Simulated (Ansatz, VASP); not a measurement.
# Two plane-wave programs on ZnS

File POSCAR:

```
ZnS
1.0
    0.0000000000      2.6936828773      2.6936828773
    2.6936828773      0.0000000000      2.6936828773
    2.6936828773      2.6936828773      0.0000000000
Zn S
1 1
Direct
    0.0000000000      0.0000000000      0.0000000000
    0.2500000000      0.2500000000      0.2500000000
```

Contents of INCAR.step1:

```
  PREC = Accurate
  ENCUT = 550
  ISMEAR = -5
  SIGMA = 0.1
  LREAL = False
  LASPH = True
  NELM = 120
  NBANDS = 16
  GGA = PE
  ALGO = Normal
  EDIFF = 1E-5
  LWAVE = True
  LCHARG = False
  GGA_COMPAT = False
```

Contents of INCAR.step2:

```
  PREC = Accurate
  ENCUT = 550
  EDIFF = 1E-6
  ISMEAR = -5
  SIGMA = 0.1
  LREAL = False
  LASPH = True
  NELM = 120
  ALGO = Normal
  ISIF = 2
  LWAVE = False
  LCHARG = False
  METAGGA = R2SCAN
  LMIXTAU = True
  NBANDS = 16
  ISTART = 1
  GGA_COMPAT = False
```

The input KPOINTS:

```
Automatic mesh
0
Gamma
  6 6 6
```

Input for Ansatz:

```yaml
crystal:
  lattice:
    - [0.0, 2.6936828773, 2.6936828773]
    - [2.6936828773, 0.0, 2.6936828773]
    - [2.6936828773, 2.6936828773, 0.0]
  atoms:
    - { symbol: Zn, position: [0.0, 0.0, 0.0] }
    - { symbol: S, position: [0.25, 0.25, 0.25] }
basis:
  ecutwfc: 500
kpoints:
  mp_grid: { grid: [6, 6, 6] }
hamiltonian:
  xc: r2scan
scf:
  occupations: { method: tetrahedron }
  algorithm: density_mixing
  max_iter: 87
output:
  forces: true
  stress: true
  eigenvalues: true
```

Alike in both runs: task single point; functional r2SCAN; k mesh 6 × 6 × 6; occupations tetrahedron; no spin polarisation.

|  | VASP | Ansatz |
| --- | --- | --- |
| version | VASP 6.6.1 | Ansatz 0.2.0 |
| potentials or method | VASP PAW PBE potentials, release 64 (Zn, S), cutoff 550 eV | scalar-relativistic, plane waves, PAW |
| valence electrons in the cell | 18 | 18 |

|  | VASP | Ansatz | Ansatz less VASP |
| --- | --- | --- | --- |
| gap on the k mesh at the Fermi level (eV) | 2.72 | 2.71 | -0.010 |
| least direct gap on the mesh (eV) | 2.72 | 2.71 | -0.010 |
| pressure (GPa) | 0.1 | 0.1 | +0.01 |

VASP's potentials were made for PBE, not for r2SCAN. The functional is the same, so the differences come from potentials, cutoffs and numerics. Ansatz's warnings: band table not solved further, tetrahedron derivatives may miss energy slope.
